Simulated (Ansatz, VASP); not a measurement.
**KTlO2: VASP beside Ansatz**

```
K Tl O
1.0
     1.72676    0.99695    6.10224
    -1.72676    0.99695    6.10224
     0.00000   -1.99389    6.10224
K Tl O
1 1 2
Direct
  0.50000 0.50000 0.50000
  0.00000 0.00000 0.00000
  0.73208 0.73208 0.73208
  0.26792 0.26792 0.26792
```

Alike in both runs: task single point; functional LDA; k mesh 6 × 6 × 6; no spin polarisation.

|  | VASP | Ansatz |
| --- | --- | --- |
| version | VASP 6.6.1 | Ansatz 0.2.0 |
| potentials or method | VASP PAW LDA potentials, release 64 (K_sv, Tl_d, O), cutoff 600 eV | plane waves, PAW |
| occupations | gaussian, width 0.01 eV | fixed |
| valence electrons in the cell | 34 | 34 |

|  | VASP | Ansatz | Ansatz less VASP |
| --- | --- | --- | --- |
| gap on the k mesh at the Fermi level (eV) | 0.89 | 0.88 | -0.010 |

LDA's correlation is that of Perdew and Zunger in VASP and of Perdew and Wang (1992) in Ansatz.

Neither program's run includes spin-orbit coupling.
